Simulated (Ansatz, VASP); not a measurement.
**LiCaF3: VASP beside Ansatz**

File INCAR:

```
SYSTEM = LiCaF3
PREC     = Accurate       ! precision mode
ENCUT    = 520            ! plane-wave cutoff, eV
EDIFF    = 1E-7           ! SCF threshold, eV
ISMEAR   = 0              ! smearing method
SIGMA    = 0.05           ! smearing width, eV
LREAL    = .FALSE.        ! projectors in reciprocal space
LASPH    = .TRUE.         ! aspherical terms in the spheres
NELM     = 100            ! most SCF steps
ALGO     = Normal         ! electronic algorithm
ISIF     = 2              ! what is computed and relaxed
LWAVE    = .FALSE.        ! write WAVECAR
LCHARG   = .TRUE.         ! write CHGCAR
GGA      = PE             ! functional
LELF     = .TRUE.         ! ELF
LVHAR    = .TRUE.       
NBANDS   = 25             ! bands
```

KPOINTS

```
Automatic mesh
0
G
  6 6 6
  0 0 0
```

Contents of POSCAR:

```
LiCaF3
1.0
    4.2547192128      0.0000000000      0.0000000000
    0.0000000000      3.2677687872      0.0000000000
    0.0000000000      0.0000000000      3.7612440000
Li Ca F
1 1 3
Direct
    0.5000000000      0.5000000000      0.5000000000
    0.0000000000      0.0000000000      0.0000000000
    0.0000000000      0.5000000000      0.5000000000
    0.5000000000      0.5000000000      0.0000000000
    0.5000000000      0.0000000000      0.5000000000
```

Input for Ansatz:

```yaml
crystal:
  lattice:
    - [4.2547192128, 0.0, 0.0]
    - [0.0, 3.2677687872, 0.0]
    - [0.0, 0.0, 3.761244]
  atoms:
    - { symbol: Li, position: [0.5, 0.5, 0.5] }
    - { symbol: Ca, position: [0.0, 0.0, 0.0] }
    - { symbol: F, position: [0.0, 0.5, 0.5] }
    - { symbol: F, position: [0.5, 0.5, 0.0] }
    - { symbol: F, position: [0.5, 0.0, 0.5] }
basis:
  ecutwfc: 420
kpoints:
  mp_grid: { grid: [6, 6, 6] }
hamiltonian:
  xc: pbe
scf:
  occupations: { method: gaussian, width: 0.05 }
output:
  forces: true
  stress: true
  eigenvalues: true
```

Change from the starting cell: strain +0.1312 x Voigt [1, -1, 0, 0, 0, 0], atoms carried along.

Alike in both runs: task single point; functional PBE; k mesh 6 × 6 × 6; occupations gaussian, width 0.05 eV; no spin polarisation.

|  | VASP | Ansatz |
| --- | --- | --- |
| version | VASP 6.6.1 | Ansatz 0.2.0 |
| potentials or method | VASP PAW PBE potentials, release 64 (Li_sv, Ca_sv, F), cutoff 520 eV | scalar-relativistic, plane waves, PAW |
| valence electrons in the cell | 34 | 34 |

Ansatz gave:

```
gap on the k mesh at the Fermi level (eV) : 4.24
least direct gap on the mesh (eV)         : 4.46
```

Q: Estimate VASP's values.

A: gap on the k mesh at the Fermi level (eV): 4.22; least direct gap on the mesh (eV): 4.45.

The functional is the same, so the differences come from potentials, cutoffs and numerics.

Noted on VASP's run: the cutoff is under 1.25 times that of the potentials, so the pressure is a little rough.
